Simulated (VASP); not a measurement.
Runs of VASP 6.6.1 on VCrC2. The structure is trigonal, space group R-3m (No. 166). The conventional cell has a = 2.921 Å, b = 2.921 Å, c = 14.218 Å, α = 90.00°, β = 90.00°, γ = 120.00°. Within 2.7 Å of Cr (site symmetry -3m) lie 6 C at 2.05 Å. V (site symmetry -3m) has 6 C at 2.07 Å within 2.7 Å. C (site symmetry 3m) has 3 Cr at 2.05 Å and 3 V at 2.07 Å within 2.7 Å. 

```csv
level,spin,U,fixed moment (μB),k mesh,smearing,gap on the mesh (eV),pressure (GPa),moment (μB),largest force (eV/Å)
PBEsol,"collinear, ferromagnetic start",-,2.5,9 × 9 × 9,fermi-dirac 0.05 eV,-,-1.9,2.50,0.08
PBEsol,"collinear, ferromagnetic start",-,1.2,9 × 9 × 9,fermi-dirac 0.05 eV,-,-8.4,1.20,0.05
PBEsol,"collinear, zero start",-,0.0,9 × 9 × 9,fermi-dirac 0.05 eV,-,-11.5,0.00,0.02
PBEsol,"collinear, ferromagnetic start",-,-,17 × 17 × 17,methfessel-paxton 0.1 eV,none,-11.5,(b),0.01
r2SCAN,"collinear, ferromagnetic start",-,-,11 × 11 × 11,fermi-dirac 0.05 eV,none,(a),0.18,0.04
PBEsol+U,"collinear, ferromagnetic start","Cr d U = 3.0 eV, V d U = 3.0 eV",-,11 × 11 × 11,fermi-dirac 0.05 eV,none,7.2,1.92,0.57
PBEsol,"collinear, ferromagnetic start",-,3.8,9 × 9 × 9,fermi-dirac 0.05 eV,-,9.0,3.80,0.14
```

Alike in all rows: task single point; potentials or basis VASP PAW PBE potentials, release 64 (Cr_pv, V_sv, C); cell as given; cutoff (eV) 520.

Problem. Fill in the values left out.

Solution. (a) -4.5; (b) 0.11.

Caveats: the PAW data sets were made with another functional, which shifts forces and pressure a little; the cell stands under tension (at least some runs); the total moment is fixed, so each spin has its own Fermi level and the state may be an excited one (at least some runs); an empty level that is flat over the whole mesh can mark a ghost state of the potentials, or a narrow d or f band (at least some runs); the total moment is fixed, so each spin has its own Fermi level (at least some runs); the stress differs along the axes, from 3 to 9 GPa (at least some runs); the U is typed as a test and isn't derived for this compound (at least some runs).

A gap of «none» marks levels without a gap at the run's occupations.
